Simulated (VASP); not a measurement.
# CuO (Cc) in VASP: single point with PBE

Aim: the single point of CuO with PBE.

Program: VASP 6.6.1. These are calculated values, not measurements. Logs are shortened: lines on timing, memory, paths and dates and some standing lists are left out, and cuts for length are marked.

## 1. The cell of the first run

The structure is monoclinic, space group Cc (No. 9). Conventional cell: a = 4.693 Å, b = 3.428 Å, c = 5.137 Å, α = 90.00°, β = 99.55°, γ = 90.00°. Cu (site symmetry 1) has 4 O at 1.89 to 2.04 Å within 2.5 Å. O (site symmetry 1) has 4 Cu at 1.89 to 2.04 Å within 2.5 Å.

## 2. Single point, PBE, collinear spin

File INCAR:

```
ALGO = Normal ; EDIFF = 1E-6
ENCUT = 520 ; GGA = PE
ISIF = 2 ; ISMEAR = -1
ISPIN = 2 ; LASPH = T
LCHARG = T ; LELF = T
LMAXMIX = 4 ; LORBIT = 11
LREAL = F ; LVHAR = T
LWAVE = F ; MAGMOM = 1 1 0 0
NBANDS = 29 ; NELM = 150
PREC = Accurate ; SIGMA = 0.02
```

File KPOINTS:

```
k-points
0
Gamma
  7 7 4
```

File POSCAR:

```
CuO
1.0
    2.3463500000     -1.7141500000      0.0000000000
    2.3463500000      1.7141500000      0.0000000000
   -0.8519200000      0.0000000000      5.0658700000
Cu O
2 2
Direct
    0.0033000000      0.4967000000      0.0000000000
    0.4967000000      0.0033000000      0.5000000000
    0.5719000000      0.4073000000      0.2602000000
    0.4073000000      0.5719000000      0.7602000000
```

Potentials or basis: VASP PAW PBE potentials, release 64 (Cu, O).

Run with:

```bash
> cat potpaw_PBE.64/Cu/POTCAR potpaw_PBE.64/O/POTCAR > POTCAR
> mpirun -np 1 vasp_std > vasp.out
```

OUTCAR:

```text
EDIFF = 1E-6
   ENCUT = 520
   GGA = PE
   ISIF = 2
   ISMEAR = -1
   ISPIN = 2
   LASPH = T
   LORBIT = 11
   LREAL = F
   NELM = 150
   PREC = Accurate

 ion  position               nearest neighbor table
   1  0.003  0.497  0.000-   4 1.89   3 1.96   4 1.96   3 2.04
   2  0.497  0.003  0.500-   3 1.89   4 1.96   3 1.96   4 2.04
   3  0.572  0.407  0.260-   2 1.89   1 1.96   2 1.96   1 2.04
   4  0.407  0.572  0.760-   1 1.89   2 1.96   1 1.96   2 2.04

  LATTYP: Found a base centered monoclinic cell.
 ALAT       =     4.6927000000
 B/A-ratio  =     0.7305602318
 C/A-ratio  =     1.0946797482
 COS(beta)  =    -0.1658398665

  Lattice vectors:

 A1 = (   2.3463500000,  -1.7141500000,   0.0000000000)
 A2 = (   2.3463500000,   1.7141500000,   0.0000000000)
 A3 = (  -0.8519200000,   0.0000000000,   5.0658700000)

Analysis of symmetry for initial positions (statically):
=====================================================================
 Subroutine PRICEL returns:
 Original cell was already a primitive cell.

 Routine SETGRP: Setting up the symmetry group for a
 base centered monoclinic supercell.

 Subroutine GETGRP returns: Found  2 space group operations
 (whereof  1 operations were pure point group operations)
 out of a pool of  4 trial point group operations.

The static configuration has the point symmetry C_1 .
 The point group associated with its full space group is C_1h.

Analysis of symmetry for dynamics (positions and initial velocities):
=====================================================================
 Subroutine PRICEL returns:
 Original cell was already a primitive cell.

 Routine SETGRP: Setting up the symmetry group for a
 base centered monoclinic supercell.

 Subroutine GETGRP returns: Found  2 space group operations
 (whereof  1 operations were pure point group operations)
 out of a pool of  4 trial point group operations.

The dynamic configuration has the point symmetry C_1 .
 The point group associated with its full space group is C_1h.

Analysis of structural, dynamic, and magnetic symmetry:
=====================================================================
 Subroutine PRICEL returns:
 Original cell was already a primitive cell.

 Routine SETGRP: Setting up the symmetry group for a
 base centered monoclinic supercell.

 Subroutine GETGRP returns: Found  2 space group operations
 (whereof  1 operations were pure point group operations)
 out of a pool of  4 trial point group operations.

The overall configuration has the point symmetry C_1 .
 The point group associated with its full space group is C_1h.

 Subroutine INISYM returns: Found  2 space group operations
 (whereof  1 operations are pure point group operations),
 and found     1 'primitive' translations

----------------------------------------------------------------------------------------

                                     Primitive cell

  volume of cell :      40.7498

  direct lattice vectors                    reciprocal lattice vectors
     2.346350000 -1.714150000  0.000000000     0.213096938 -0.291689759  0.035836203
     2.346350000  1.714150000  0.000000000     0.213096938  0.291689759  0.035836203
    -0.851920000  0.000000000  5.065870000     0.000000000  0.000000000  0.197399460

  length of vectors
     2.905799123  2.905799123  5.137003654     0.363011644  0.363011644  0.197399460

  position of ions in fractional coordinates (direct lattice)
     0.003300000  0.496700000  0.000000000
     0.496700000  0.003300000  0.500000000
     0.571900000  0.407300000  0.260200000
     0.407300000  0.571900000  0.760200000

  ion indices of the primitive-cell ions
   primitive index   ion index
                 1           1
                 2           2
                 3           3
                 4           4

----------------------------------------------------------------------------------------

 KPOINTS: k-points

Automatic generation of k-mesh.
 Grid dimensions read from file:
 generate k-points for:    7    7    4

 Generating k-lattice:

  Cartesian coordinates                     Fractional coordinates (reciprocal lattice)
     0.030442420 -0.041669966  0.005119458     0.142857143 -0.000000000  0.000000000
     0.030442420  0.041669966  0.005119458    -0.000000000  0.142857143  0.000000000
     0.000000000  0.000000000  0.049349865     0.000000000  0.000000000  0.250000000

  Length of vectors
     0.051858806  0.051858806  0.049349865

  Shift w.r.t. Gamma in fractional coordinates (k-lattice)
     0.000000000  0.000000000  0.000000000

 Subroutine IBZKPT returns following result:
 ===========================================

 Found     60 irreducible k-points:

 Following reciprocal coordinates:
            Coordinates               Weight
  0.000000  0.000000  0.000000      1.000000
  0.142857  0.000000  0.000000      4.000000
  0.285714  0.000000  0.000000      4.000000
  0.428571  0.000000  0.000000      4.000000
  0.142857  0.142857 -0.000000      2.000000
  0.285714  0.142857 -0.000000      4.000000
[... 16 lines left out ...]
 -0.142857 -0.000000  0.250000      4.000000
  0.142857  0.142857  0.250000      2.000000
 [... further k-points ...]
   k-points           NKPTS =     60   k-points in BZ     NKDIM =     60   number of bands    NBANDS=     29
   number of dos      NEDOS =    301   number of ions     NIONS =      4
   total plane-waves  NPLWV =  23040
   dimension x,y,z NGX =    24 NGY =   24 NGZ =   40
   dimension x,y,z NGXF=    48 NGYF=   48 NGZF=   80
   ions per type =               2   2
   NGX,Y,Z   is equivalent  to a cutoff of  13.73, 13.73, 12.94 a.u.
   NGXF,Y,Z  is equivalent  to a cutoff of  27.46, 27.46, 25.89 a.u.
 SYSTEM =  unknown system
   PREC   = accura    normal or accurate (medium, high low for compatibility)
   ISTART =      0    job   : 0-new  1-cont  2-samecut
   ICHARG =      2    charge: 1-file 2-atom 10-const
   ISPIN  =      2    spin polarized calculation?
   LNONCOLLINEAR =      F non collinear calculations
   LSORBIT =      F    spin-orbit coupling
   LASPH  =      T    aspherical Exc in radial PAW
   ENCUT  =  520.0 eV  38.22 Ry    6.18 a.u.   5.40  5.40  9.55*2*pi/ulx,y,z
   NELM   =    150;   NELMIN=  2; NELMDL= -5     # of ELM steps
   EDIFF  = 0.1E-05   stopping-criterion for ELM
   LREAL  =      F    real-space projection
   EDIFFG = 0.1E-04   stopping-criterion for IOM
   NSW    =      0    number of steps for IOM
   IBRION =     -1    ionic relax: 0-MD 1-quasi-New 2-CG
   NFREE  =      0    steps in history (QN), initial steepest desc. (CG)
   ISIF   =      2    stress and relaxation
   ISYM   =      2    0-nonsym 1-usesym 2-fastsym
   POTIM  = 0.5000    time-step for ionic-motion
   TEBEG  =    0.0;   TEEND  =   0.0 temperature during run
   PSTRESS=    0.0 pullay stress
   NELECT =      34.0000    total number of electrons
   NUPDOWN=      -1.0000    fix difference up-down
   EMIN   =  10.00;   EMAX   =-10.00  energy-range for DOS
   EFERMI =   0.00;   METHOD = LEGACY
   ISMEAR =    -1;   SIGMA  =   0.02  broadening in eV -4-tet -1-fermi 0-gaus
   EFERMI_NEDOS =   21; number of points for ismear=-14 and -15
   IALGO  =     38    algorithm
   IMIX   =      4    mixing-type and parameters
     AMIX     =   0.40;   BMIX     =  1.00
     AMIX_MAG =   1.60;   BMIX_MAG =  1.00
  volume/ion in A,a.u.               =      10.19        68.75
  Fermi-wavevector in a.u.,A,eV,Ry     =   1.541201  2.912447 32.317921  2.375300
  Thomas-Fermi vector in A             =   2.647180
   LORBIT       =     11    0 simple, 1 ext, 2 COOP (PROOUT), +10 PAW based schemes
   GGA     = PE    functional components
   LHFCALC =     F    Hartree Fock is set to
   AEXX    =    0.0000 exact exchange contribution
   IVDW    =     0    specifies the selected vdW correction
   LEPSILON=     F    determine dielectric tensor
   LRPA    =     F    only Hartree local field effects (RPA)
 spin polarized calculation
  energy-cutoff  :      520.00
  volume of cell :       40.75
 maximum number of plane-waves:      1129
 NGX is ok and might be reduce to    24
   NGX = 11   NGY = 11   NGZ = 19

 number of electron      34.0000000 magnetization       0.5612942

 number of electron      34.0000000 magnetization      -0.0026622

 Free energy of the ion-electron system (eV)
  ---------------------------------------------------
  ext. energy  EPLUGINS =         0.00000000
  ---------------------------------------------------
  free energy    TOTEN  =       -19.45634399 eV

  energy without entropy =      -19.45305506  energy(sigma->0) =      -19.45469952

 E-fermi :   5.6438     XC(G=0): -11.8836

 val. band max:        5.6203458867   @ k =   0.4286   0.2857   0.5000
 cond. band min:       5.6742433702   @ k =  -0.1429  -0.0000   0.2500
 fundamental gap:      0.0538974835
 Fermi energy:         5.6438471606

 spin component 1

 k-point     1 :       0.0000    0.0000    0.0000
  band No.  band energies     occupation
      1     -14.2413      1.00000
      2     -12.9374      1.00000
      3      -2.4488      1.00000
      4       0.1155      1.00000
      5       0.4782      1.00000
      6       2.1741      1.00000
[... 757 lines left out ...]
     28      23.9881      0.00000
     29      25.7983      0.00000

 [... further k-points ...]

 spin component 2

 k-point     1 :       0.0000    0.0000    0.0000
  band No.  band energies     occupation
      1     -14.2422      1.00000
      2     -12.9383      1.00000
      3      -2.4494      1.00000
      4       0.1145      1.00000
      5       0.4768      1.00000
      6       2.1733      1.00000
[... 757 lines left out ...]
     28      23.9881      0.00000
     29      25.7982      0.00000

 [... further k-points ...]

------------------------ aborting loop because EDIFF is reached ----------------------------------------

  FORCE on cell =-STRESS in cart. coord.  units (eV):
  Direction    XX          YY          ZZ          XY          YZ          ZX
  --------------------------------------------------------------------------------------
  -------------------------------------------------------------------------------------
  Total        1.7281087      1.7495935      1.4852144      0.0000000      0.0000000     -0.6289886
  in kB       67.9447641     68.7894902     58.3947884      0.0000000      0.0000000    -24.7302023
  external PRESSURE =      65.0430142 kB  Pullay stress =       0.0000000 kB

 VOLUME and BASIS-vectors are now :
 -----------------------------------------------------------------------------
  energy-cutoff  :      520.00
  volume of cell :       40.75
      direct lattice vectors                 reciprocal lattice vectors
     2.346350000 -1.714150000  0.000000000     0.213096938 -0.291689759  0.035836203
     2.346350000  1.714150000  0.000000000     0.213096938  0.291689759  0.035836203
    -0.851920000  0.000000000  5.065870000     0.000000000  0.000000000  0.197399460

 POSITION                                       TOTAL-FORCE (eV/Angst)
 -----------------------------------------------------------------------------------
      1.17318      0.84576      0.00000        -0.694633      0.305069      0.622731
      0.74722     -0.84576      2.53294        -0.694633     -0.305069      0.622731
      2.07588     -0.28215      1.31814         0.694633      0.348100     -0.622731
      1.64992      0.28215      3.85107         0.694633     -0.348100     -0.622731
 -----------------------------------------------------------------------------------
    total drift:                               -0.000146     -0.000000      0.000552

  FREE ENERGIE OF THE ION-ELECTRON SYSTEM (eV)
  ---------------------------------------------------
  free  energy   TOTEN  =       -19.4563439872 eV

  energy  without entropy=      -19.4530550600  energy(sigma->0) =      -19.45469952

 total charge

# of ion       s       p       d       tot
------------------------------------------
    1        0.380   0.387   9.143   9.910
    2        0.380   0.387   9.143   9.910
    3        1.577   3.383   0.000   4.961
    4        1.577   3.383   0.000   4.961
--------------------------------------------------
tot          3.915   7.541  18.285  29.741

 magnetization (x)

# of ion       s       p       d       tot
------------------------------------------
    1        0.000  -0.000  -0.001  -0.001
    2        0.000  -0.000  -0.001  -0.001
    3       -0.000  -0.000   0.000  -0.000
    4       -0.000  -0.000   0.000  -0.000
--------------------------------------------------
tot         -0.000  -0.001  -0.001  -0.002
```

Wall time 49 s (1 thread of Intel Xeon 6975P-C (Granite Rapids), shared host); peak memory 0.23 GiB.

What came out:

```
Free energy                                           : -19.4563 eV
Pressure                                              : 6.5 GPa
Largest force                                         : 0.996 eV/Å
Band gap on the k mesh                                : zero (filled and empty bands overlap)
Net moment                                            : 0.00 μB per cell
Valence electrons inside the program's atomic spheres : Cu 9.91; O 4.96
```

Forces in eV/Å, atoms in the order of the input:
```
Cu  -0.695  0.305  0.623
Cu  -0.695 -0.305  0.623
O    0.695  0.348 -0.623
O    0.695 -0.348 -0.623
```

Caveat: the cell stands under pressure; semilocal functionals often make such compounds metallic where correlation or magnetic order opens a gap, which also shifts bond lengths. With open d or f shells a metallic result of PBE can be an artefact of self-interaction; +U or a hybrid may open a gap.
